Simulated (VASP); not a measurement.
Here is a VASP 6.6.1 calculation.

Contents of INCAR:

```
PREC = Accurate ; ENCUT = 600
EDIFF = 1E-6 ; ISMEAR = 0
SIGMA = 0.05 ; LREAL = F
LASPH = T ; NELM = 200
ALGO = Normal ; ISIF = 2
LWAVE = F ; LCHARG = T
ISPIN = 2 ; MAGMOM = 1.85 0.27
LORBIT = 11 ; LMAXMIX = 4
LDAU = T ; LDAUTYPE = 2
LDAUL = 2 -1 ; LDAUU = 6.2 0
LDAUJ = 0 0 ; LDAUPRINT = 1
GGA = CA ; LELF = T
LVHAR = T ; NBANDS = 19
GGA_COMPAT = F
```

Contents of KPOINTS:

```
regular mesh
0
Gamma
  10 10 10
```

The input POSCAR:

```
NiO
1.0
    0.0000000000      2.0714070722      2.0714070722
    2.0714070722      0.0000000000      2.0714070722
    2.0714070722      2.0714070722      0.0000000000
Ni O
1 1
Direct
    0.0000000000      0.0000000000      0.0000000000
    0.5000000000      0.5000000000      0.5000000000
```

Potentials or basis: VASP PAW LDA potentials, release 64 (Ni, O).

Launch:

```sh
$ cat potpaw_LDA.64/Ni/POTCAR potpaw_LDA.64/O/POTCAR > POTCAR
$ mpirun -np 1 vasp_std > vasp.out
```

Task: Predict the site moments.

Result: Ni +1.78; O +0.21 μB.

Task: What does it give for the pressure?

Result: -12.7 GPa.

Eigenvalues of the final occupation matrices:
```tsv
site	spin	trace	eigenvalues
site 1 d	1	5.04	0.98 0.98 0.98 1.04 1.04
site 1 d	2	3.28	0.17 0.17 0.98 0.98 0.98
```

Caveat: the cell stands under tension; a cell with one magnetic atom can't hold antiferromagnetic order, which such compounds often take. The state reached can hang on the start; a lower one may exist.
